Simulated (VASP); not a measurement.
# Sb (P4/mmm) in VASP: notebook

Runs on Sb. Level: r2SCAN. Tasks: single point.

Everything below comes from runs of VASP 6.6.1. Logs are shortened: lines on timing, memory, paths and dates and some standing lists are left out, and cuts for length are marked.

### Step 1. The cell of the first run

Symmetry: P4/mmm, No. 123, tetragonal system. Conventional cell: a = 3.547 Å, b = 3.547 Å, c = 2.508 Å, α = 90.00°, β = 90.00°, γ = 90.00°. Within 3.3 Å of Sb (site symmetry 4/mmm) lie 2 Sb at 2.51 Å.

### Step 2. Single point, r2SCAN

Input file POSCAR:

```
Sb
1.0
    3.5471586354      0.0000000000      0.0000000000
    0.0000000000      3.5471586354      0.0000000000
    0.0000000000      0.0000000000      2.5078411553
Sb
1
Direct
    0.0000000000      0.0000000000      0.0000000000
```

Input file INCAR.step1:

```
PREC = Accurate
ENCUT = 520
ISMEAR = 0
SIGMA = 0.15
LREAL = F
LASPH = T
NELM = 80
NBANDS = 8
GGA = PE
ALGO = Normal
EDIFF = 1E-4
LWAVE = T
LCHARG = F
```

Input file INCAR.step2:

```
PREC = Accurate
ENCUT = 520
EDIFF = 1E-7
ISMEAR = 0
SIGMA = 0.15
LREAL = F
LASPH = T
NELM = 80
ALGO = Normal
ISIF = 2
LWAVE = F
LCHARG = F
METAGGA = R2SCAN
LMIXTAU = T
NBANDS = 8
ISTART = 1
```

Input file KPOINTS:

```
regular mesh
0
Gamma
  16 16 16
```

Potentials or basis: VASP PAW PBE potentials, release 64 (Sb).

Launch:

```
> cat potpaw_PBE.64/Sb/POTCAR > POTCAR
> cp INCAR.step1 INCAR
> mpirun -np 1 vasp_std > vasp.out
> cp INCAR.step2 INCAR
> mpirun -np 1 vasp_std > vasp.out
```

OUTCAR:

```text
PREC = Accurate
   ENCUT = 520
   EDIFF = 1E-7
   ISMEAR = 0
   LREAL = F
   LASPH = T
   NELM = 80
   ISIF = 2
   METAGGA = R2SCAN
   ISTART = 1

 ion  position               nearest neighbor table
   1  0.000  0.000  0.000-

  LATTYP: Found a simple tetragonal cell.
 ALAT       =     3.5471586354
 C/A-ratio  =     0.7070000000

  Lattice vectors:

 A1 = (   3.5471586354,   0.0000000000,   0.0000000000)
 A2 = (   0.0000000000,   3.5471586354,   0.0000000000)
 A3 = (   0.0000000000,   0.0000000000,   2.5078411553)

Analysis of symmetry for initial positions (statically):
=====================================================================
 Subroutine PRICEL returns:
 Original cell was already a primitive cell.

 Routine SETGRP: Setting up the symmetry group for a
 simple tetragonal supercell.

 Subroutine GETGRP returns: Found 16 space group operations
 (whereof 16 operations were pure point group operations)
 out of a pool of 16 trial point group operations.

The static configuration has the point symmetry D_4h.

Analysis of symmetry for dynamics (positions and initial velocities):
=====================================================================
 Subroutine PRICEL returns:
 Original cell was already a primitive cell.

 Routine SETGRP: Setting up the symmetry group for a
 simple tetragonal supercell.

 Subroutine GETGRP returns: Found 16 space group operations
 (whereof 16 operations were pure point group operations)
 out of a pool of 16 trial point group operations.

The dynamic configuration has the point symmetry D_4h.

 Subroutine INISYM returns: Found 16 space group operations
 (whereof 16 operations are pure point group operations),
 and found     1 'primitive' translations

----------------------------------------------------------------------------------------

                                     Primitive cell

  volume of cell :      31.5545

  direct lattice vectors                    reciprocal lattice vectors
     3.547158635  0.000000000  0.000000000     0.281915782  0.000000000  0.000000000
     0.000000000  3.547158635  0.000000000     0.000000000  0.281915782  0.000000000
     0.000000000  0.000000000  2.507841155     0.000000000  0.000000000  0.398749338

  length of vectors
     3.547158635  3.547158635  2.507841155     0.281915782  0.281915782  0.398749338

  position of ions in fractional coordinates (direct lattice)
     0.000000000  0.000000000  0.000000000

  ion indices of the primitive-cell ions
   primitive index   ion index
                 1           1

----------------------------------------------------------------------------------------

 KPOINTS: regular mesh

Automatic generation of k-mesh.
 Grid dimensions read from file:
 generate k-points for:   16   16   16

 Generating k-lattice:

  Cartesian coordinates                     Fractional coordinates (reciprocal lattice)
     0.017619736  0.000000000  0.000000000     0.062500000  0.000000000  0.000000000
     0.000000000  0.017619736  0.000000000     0.000000000  0.062500000  0.000000000
     0.000000000  0.000000000  0.024921834     0.000000000  0.000000000  0.062500000

  Length of vectors
     0.017619736  0.017619736  0.024921834

  Shift w.r.t. Gamma in fractional coordinates (k-lattice)
     0.000000000  0.000000000  0.000000000

 Subroutine IBZKPT returns following result:
 ===========================================

 Found    405 irreducible k-points:

 Following reciprocal coordinates:
            Coordinates               Weight
  0.000000  0.000000  0.000000      1.000000
  0.062500  0.000000  0.000000      4.000000
  0.125000  0.000000  0.000000      4.000000
  0.187500  0.000000  0.000000      4.000000
  0.250000  0.000000  0.000000      4.000000
  0.312500  0.000000  0.000000      4.000000
[... 16 lines left out ...]
  0.437500  0.125000  0.000000      8.000000
  0.500000  0.125000  0.000000      4.000000
 [... further k-points ...]
   k-points           NKPTS =    405   k-points in BZ     NKDIM =    405   number of bands    NBANDS=      8
   number of dos      NEDOS =    301   number of ions     NIONS =      1
   total plane-waves  NPLWV =  15680
   dimension x,y,z NGX =    28 NGY =   28 NGZ =   20
   dimension x,y,z NGXF=    56 NGYF=   56 NGZF=   40
   ions per type =               1
   NGX,Y,Z   is equivalent  to a cutoff of  13.12, 13.12, 13.26 a.u.
   NGXF,Y,Z  is equivalent  to a cutoff of  26.25, 26.25, 26.52 a.u.
 SYSTEM =  unknown system
   PREC   = accura    normal or accurate (medium, high low for compatibility)
   ISTART =      1    job   : 0-new  1-cont  2-samecut
   ICHARG =      0    charge: 1-file 2-atom 10-const
   ISPIN  =      1    spin polarized calculation?
   LNONCOLLINEAR =      F non collinear calculations
   LSORBIT =      F    spin-orbit coupling
   LASPH  =      T    aspherical Exc in radial PAW
   ENCUT  =  520.0 eV  38.22 Ry    6.18 a.u.   6.60  6.60  4.66*2*pi/ulx,y,z
   NELM   =     80;   NELMIN=  2; NELMDL=  0     # of ELM steps
   EDIFF  = 0.1E-06   stopping-criterion for ELM
   LREAL  =      F    real-space projection
   EDIFFG = 0.1E-05   stopping-criterion for IOM
   NSW    =      0    number of steps for IOM
   IBRION =     -1    ionic relax: 0-MD 1-quasi-New 2-CG
   NFREE  =      0    steps in history (QN), initial steepest desc. (CG)
   ISIF   =      2    stress and relaxation
   ISYM   =      2    0-nonsym 1-usesym 2-fastsym
   POTIM  = 0.5000    time-step for ionic-motion
   TEBEG  =    0.0;   TEEND  =   0.0 temperature during run
   PSTRESS=    0.0 pullay stress
   NELECT =       5.0000    total number of electrons
   NUPDOWN=      -1.0000    fix difference up-down
   EMIN   =  10.00;   EMAX   =-10.00  energy-range for DOS
   EFERMI =   0.00;   METHOD = LEGACY
   ISMEAR =     0;   SIGMA  =   0.15  broadening in eV -4-tet -1-fermi 0-gaus
   EFERMI_NEDOS =   21; number of points for ismear=-14 and -15
   IALGO  =     38    algorithm
   IMIX   =      4    mixing-type and parameters
     AMIX     =   0.40;   BMIX     =  1.00
     AMIX_MAG =   1.60;   BMIX_MAG =  1.00
  volume/ion in A,a.u.               =      31.55       212.94
  Fermi-wavevector in a.u.,A,eV,Ry     =   0.885886  1.674081 10.677766  0.784794
  Thomas-Fermi vector in A             =   2.006979
   LORBIT       =      0    0 simple, 1 ext, 2 COOP (PROOUT), +10 PAW based schemes
   METAGGA = R2SCAN    functional components
   LHFCALC =     F    Hartree Fock is set to
   AEXX    =    0.0000 exact exchange contribution
   IVDW    =     0    specifies the selected vdW correction
   LEPSILON=     F    determine dielectric tensor
   LRPA    =     F    only Hartree local field effects (RPA)
 non-spin polarized calculation
 Gauss-broadening in eV      SIGMA  =   0.15
  energy-cutoff  :      520.00
  volume of cell :       31.55
 maximum number of plane-waves:       865
 NGX is ok and might be reduce to    28

 number of electron       5.0000000 magnetization

 Free energy of the ion-electron system (eV)
  ---------------------------------------------------
  ext. energy  EPLUGINS =         0.00000000
  ---------------------------------------------------
  free energy    TOTEN  =       -24.52924777 eV

  energy without entropy =      -24.52221692  energy(sigma->0) =      -24.52573234

 E-fermi :   6.2707     XC(G=0):  -9.7205

 val. band max:        6.2623231071   @ k =   0.0625   0.0000   0.0625
 cond. band min:       6.2768707697   @ k =   0.2500   0.0625   0.0625
 fundamental gap:      0.0145476626
 Fermi energy:         6.2707115457

 k-point     1 :       0.0000    0.0000    0.0000
  band No.  band energies     occupation
      1      -7.1052      2.00000
      2       6.1111      1.86753
      3       6.1111      1.86753
      4      11.0209      0.00000
      5      11.4951      0.00000
      6      18.1675      0.00000
      7      20.6338      0.00000
      8      20.8111      0.00000

 k-point     2 :       0.0625    0.0000    0.0000
  band No.  band energies     occupation
      1      -7.0719      2.00000
      2       5.7252      2.00000
      3       6.1406      1.78015
      4      11.1988      0.00000
      5      11.8295      0.00000
      6      18.2011      0.00000
      7      19.9860      0.00000
      8      20.5492      0.00000

 k-point     3 :       0.1250    0.0000    0.0000
  band No.  band energies     occupation
      1      -6.9742      2.00000
      2       4.8480      2.00000
      3       6.2262      1.32537
      4      11.3814      0.00000
      5      12.8988      0.00000
      6      18.2994      0.00000
      7      18.9860      0.00000
      8      19.8617      0.00000

 k-point     4 :       0.1875    0.0000    0.0000
  band No.  band energies     occupation
      1      -6.8191      2.00000
      2       3.8340      2.00000
      3       6.3598      0.40105
      4      11.5860      0.00000
      5      14.3147      0.00000
      6      18.0178      0.00000
      7      18.4539      0.00000
      8      18.9991      0.00000

 k-point     5 :       0.2500    0.0000    0.0000
  band No.  band energies     occupation
      1      -6.6199      2.00000
      2       2.8531      2.00000
      3       6.5269      0.01573
      4      11.8486      0.00000
      5      15.7961      0.00000
      6      17.1464      0.00000
      7      18.1915      0.00000
      8      18.6493      0.00000
[... 177 lines left out ...]
 k-point    22 :       0.3750    0.1250    0.0000
  band No.  band energies     occupation
      1      -6.0581      2.00000
      2       1.4415      2.00000
      3       5.6916      2.00000
      4      13.1488      0.00000
      5      14.3129      0.00000
      6      18.7969      0.00000
      7      19.1931      0.00000
      8      19.5946      0.00000

 k-point    23 :       0.4375    0.1250    0.0000
  band No.  band energies     occupation
      1      -5.9032      2.00000
      2       0.9997      2.00000
      3       5.8271      1.99997
      4      12.8980      0.00000
      5      14.3745      0.00000
      6      18.5257      0.00000
      7      19.3365      0.00000
      8      20.7609      0.00000

 k-point    24 :       0.5000    0.1250    0.0000
  band No.  band energies     occupation
      1      -5.8455      2.00000
      2       0.8456      2.00000
      3       5.8770      1.99979
      4      12.7941      0.00000
      5      14.4203      0.00000
      6      18.3894      0.00000
      7      19.3893      0.00000
      8      21.3870      0.00000

 [... further k-points ...]

------------------------ aborting loop because EDIFF is reached ----------------------------------------

  FORCE on cell =-STRESS in cart. coord.  units (eV):
  Direction    XX          YY          ZZ          XY          YZ          ZX
  --------------------------------------------------------------------------------------
  -------------------------------------------------------------------------------------
  Total       -0.9589623     -0.9589623      9.3558642      0.0000000      0.0000000      0.0000000
  in kB      -48.6912443    -48.6912443    475.0433490      0.0000000      0.0000000      0.0000000
  external PRESSURE =     125.8869534 kB  Pullay stress =       0.0000000 kB

 VOLUME and BASIS-vectors are now :
 -----------------------------------------------------------------------------
  energy-cutoff  :      520.00
  volume of cell :       31.55
      direct lattice vectors                 reciprocal lattice vectors
     3.547158635  0.000000000  0.000000000     0.281915782  0.000000000  0.000000000
     0.000000000  3.547158635  0.000000000     0.000000000  0.281915782  0.000000000
     0.000000000  0.000000000  2.507841155     0.000000000  0.000000000  0.398749338

 POSITION                                       TOTAL-FORCE (eV/Angst)
 -----------------------------------------------------------------------------------
      0.00000      0.00000      0.00000         0.000000      0.000000      0.000000
 -----------------------------------------------------------------------------------
    total drift:                               -0.000000      0.000000      0.000000

  FREE ENERGIE OF THE ION-ELECTRON SYSTEM (eV)
  ---------------------------------------------------
  free  energy   TOTEN  =       -24.5292477667 eV

  energy  without entropy=      -24.5222169205  energy(sigma->0) =      -24.52573234
```

Run time: 4.3 min. Hardware: 1 thread of Intel Xeon Platinum 8259CL at 2.50GHz (Skylake/Cascade Lake), shared host; peak memory 0.22 GiB.

What came out:

```
Free energy : -24.5292 eV
Pressure    : 12.6 GPa
```

Stress tensor (GPa, compression positive):
```
-4.87  0.00  0.00
 0.00 -4.87  0.00
 0.00  0.00 47.50
```

Caveat: the PAW data sets were made with another functional, which shifts forces and pressure a little; spin-orbit coupling is left out, which moves the levels of the heavy elements.

### Step 3. Single point, r2SCAN

This run uses another cell than the first one, of the same volume but with other edges.

Input file POSCAR:

```
Sb
1.0
    2.8153816747      0.0000000000      0.0000000000
    0.0000000000      2.8153816747      0.0000000000
    0.0000000000      0.0000000000      3.9809496880
Sb
1
Direct
    0.0000000000      0.0000000000      0.0000000000
```

Input file INCAR.step1:

```
  ALGO = Normal
  EDIFF = 1E-4
  ENCUT = 520
  GGA = PE
  ISMEAR = 0
  LASPH = T
  LCHARG = F
  LREAL = F
  LWAVE = T
  NBANDS = 8
  NELM = 80
  PREC = Accurate
  SIGMA = 0.15
```

Input file INCAR.step2:

```
  ALGO = Normal
  EDIFF = 1E-6
  ENCUT = 520
  ISIF = 2
  ISMEAR = 0
  ISTART = 1
  LASPH = T
  LCHARG = T
  LELF = T
  LMIXTAU = T
  LREAL = F
  LVHAR = T
  LWAVE = F
  METAGGA = R2SCAN
  NBANDS = 8
  NELM = 80
  PREC = Accurate
  SIGMA = 0.15
```

Input file KPOINTS:

```
k-points
0
Gamma
  16 16 16
```

Potentials or basis: VASP PAW PBE potentials, release 64 (Sb).

Launch:

```
> cat potpaw_PBE.64/Sb/POTCAR > POTCAR
> cp INCAR.step1 INCAR
> mpirun -np 1 vasp_std > vasp.out
> cp INCAR.step2 INCAR
> mpirun -np 1 vasp_std > vasp.out
```

It took 3.3 min on 1 thread of Intel Xeon Platinum 8259CL at 2.50GHz (Skylake/Cascade Lake), shared host; peak memory 0.23 GiB.

The run converged. Its results:

```
Free energy : -25.1570 eV
Pressure    : 7.3 GPa
```

Stress tensor (GPa, compression positive):
```
12.74  0.00  0.00
 0.00 12.74  0.00
 0.00  0.00 -3.73
```

Levels at points of the mesh, in eV from the Fermi level:
```
           k point  band 1  band 2  band 3  band 4  band 5  band 6  band 7
(0.00, 0.00, 0.00)  -13.31   -1.74    3.55    6.48    6.48    9.38   12.39
(0.50, 0.00, 0.00)   -9.23   -6.26    1.49    7.30    7.79    8.32   10.10
(0.50, 0.50, 0.00)   -4.48   -3.32   -3.32    3.21    4.86   10.52   10.52
(0.00, 0.00, 0.50)  -12.81   -5.04    6.91    6.91    9.83   12.21   12.62
(0.50, 0.00, 0.50)   -8.67   -5.83   -1.62    2.99   10.56   14.04   14.52
(0.50, 0.50, 0.50)   -3.77   -2.95   -2.95    1.80    3.99    6.80    6.80
```

Caveat: the PAW data sets were made with another functional, which shifts forces and pressure a little; spin-orbit coupling is left out, which moves the levels of the heavy elements.

(Part 1 of 2 ends here.)
